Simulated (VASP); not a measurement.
A run of VASP 6.6.1:

File INCAR:

```
SYSTEM = BN
PREC = Accurate ; ENCUT = 520
EDIFF = 1E-6 ; ISMEAR = 1
SIGMA = 0.05 ; LREAL = .False.
LASPH = .True. ; NELM = 120
ALGO = Normal ; ISIF = 2
LWAVE = .False. ; LCHARG = .False.
GGA = PE ; NBANDS = 16
GGA_COMPAT = .False. ; NELMDL = -8
```

File KPOINTS:

```
Automatic mesh
0
Gamma
  6 6 3
  0 0 0
```

Contents of POSCAR:

```
BN
1.0
    2.5360000000      0.0000000000      0.0000000000
   -1.2680000000      2.1962400000      0.0000000000
    0.0000000000      0.0000000000      4.6990000000
B N
2 2
Direct
    0.6666666667      0.3333333333      0.0000000000
    0.3333333333      0.6666666667      0.4467971909
    0.6666666667      0.3333333333      0.3350978932
    0.3333333333      0.6666666667      0.7818950841
```

Potentials or basis: VASP PAW PBE potentials, release 64 (B, N).

Launch:

```sh
$ cat potpaw_PBE.64/B/POTCAR potpaw_PBE.64/N/POTCAR > POTCAR
$ mpirun -np 1 vasp_std > vasp.out
```

Hardware: 1 thread of Intel(R) Xeon(R) Platinum 8488C (Sapphire Rapids) (shared host).

How long does it take, and how much memory?

Run time: 5.6 s on 1 thread of Intel(R) Xeon(R) Platinum 8488C (Sapphire Rapids), on a shared host, peak memory 0.13 GiB. Counts: scf iterations 16, k points 17.
